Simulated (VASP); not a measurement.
Wanted: the native input for a VASP 6.6.1 run.

| Item | Value |
| --- | --- |
| Task | single point |
| Functional | r2SCAN |
| Potentials or basis | VASP PAW PBE potentials, release 64 (Ga_d, As) |
| Cutoff | 520 eV |
| k mesh | 8 × 8 × 8 |
| Occupations | gaussian, width 0.01 eV |
| Spin | no spin polarisation |
| Dipole correction | no |
| Further INCAR settings | ALGO = Normal; EDIFF = 1e-06; NBANDS = 16 |

The system is GaAs.

```
Ga As
1.0
     2.73328    2.73328    0.00000
    -2.73328    2.73328    0.00000
     0.00000    2.73328    2.73328
Ga As
1 1
Direct
  0.00000 0.00000 0.00000
  0.75000 0.25000 0.50000
```

One way to write it, as run:

POSCAR

```
GaAs
1.0
    2.7332777921      2.7332777921      0.0000000000
   -2.7332777921      2.7332777921      0.0000000000
    0.0000000000      2.7332777921      2.7332777921
Ga As
1 1
Direct
    0.0000000000      0.0000000000      0.0000000000
    0.7500000000      0.2500000000      0.5000000000
```

INCAR.step1

```
SYSTEM = GaAs
PREC = Accurate
ENCUT = 520
ISMEAR = 0
SIGMA = 0.01
LREAL = .False.
LASPH = .True.
NELM = 60
NBANDS = 16
GGA = PE
ALGO = Normal
EDIFF = 1E-4
LWAVE = .True.
LCHARG = .False.
```

INCAR.step2

```
SYSTEM = GaAs
PREC = Accurate
ENCUT = 520
EDIFF = 1E-6
ISMEAR = 0
SIGMA = 0.01
LREAL = .False.
LASPH = .True.
NELM = 60
ALGO = Normal
ISIF = 2
LWAVE = .False.
LCHARG = .True.
METAGGA = R2SCAN
LMIXTAU = .True.
LELF = .True.
LVHAR = .True.
NBANDS = 16
ISTART = 1
```

KPOINTS

```
regular mesh
0
Gamma
  8 8 8
  0 0 0
```

Potentials or basis: VASP PAW PBE potentials, release 64 (Ga_d, As).

Launch:

```sh
$ cat potpaw_PBE.64/Ga_d/POTCAR potpaw_PBE.64/As/POTCAR > POTCAR
$ cp INCAR.step1 INCAR
$ mpirun -np 1 vasp_std > vasp.out
$ cp INCAR.step2 INCAR
$ mpirun -np 1 vasp_std > vasp.out
```

Results of the run:

```json
{"Pressure": "10.1 GPa", "Band gap on the k mesh": "1.55 eV, indirect (least direct gap 1.83 eV)"}
```

Caveat: the PAW data sets were made with another functional, which shifts forces and pressure a little.

It took 40 s on 1 thread of Intel(R) Xeon(R) 6975P-C (Granite Rapids), with other jobs on the host, peak memory 0.17 GiB.
